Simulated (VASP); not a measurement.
Write the native input for VASP 6.6.1 that does the following.

```
Task                   : single point
Functional             : PBE
Potentials or basis    : VASP PAW PBE potentials, release 64 (Ni, Al)
Cutoff                 : 520 eV
k mesh                 : 13 × 13 × 13
Occupations            : fermi-dirac, width 0.05 eV
Spin                   : no spin polarisation
Dipole correction      : no
Further INCAR settings : ALGO = Normal; EDIFF = 1e-06; NBANDS = 14
```

The structure of AlNi (zincblende type) lies in POSCAR:

```
AlNi
1.0
    0.0000000000      2.2840494337      2.2840494337
    2.2840494337      0.0000000000      2.2840494337
    2.2840494337      2.2840494337      0.0000000000
Ni Al
1 1
Direct
    0.0000000000      0.0000000000      0.0000000000
    0.2500000000      0.2500000000      0.2500000000
```

One way to write it, as run:

INCAR

```
SYSTEM = AlNi
ALGO = Normal ; EDIFF = 1E-6
ENCUT = 520 ; GGA = PE
ISIF = 2 ; ISMEAR = -1
LASPH = .TRUE. ; LCHARG = .FALSE.
LREAL = .FALSE. ; LWAVE = .FALSE.
NBANDS = 14 ; NELM = 80
PREC = Accurate ; SIGMA = 0.05
```

KPOINTS

```
k-points
0
G
  13 13 13
  0 0 0
```

Potentials or basis: VASP PAW PBE potentials, release 64 (Ni, Al).

Launch:

```bash
$ cat potpaw_PBE.64/Ni/POTCAR potpaw_PBE.64/Al/POTCAR > POTCAR
$ mpirun -np 1 vasp_std > vasp.out
```

It gave:

```json
{
  "Pressure": "82.9 GPa",
  "Band gap on the k mesh": "zero (an odd number of electrons rules out a gap without spin polarisation)"
}
```

Caveat: the cell stands under pressure.

Run time: 24 s on 1 thread of Intel Xeon 8259CL, on a shared host, peak memory 0.16 GiB.
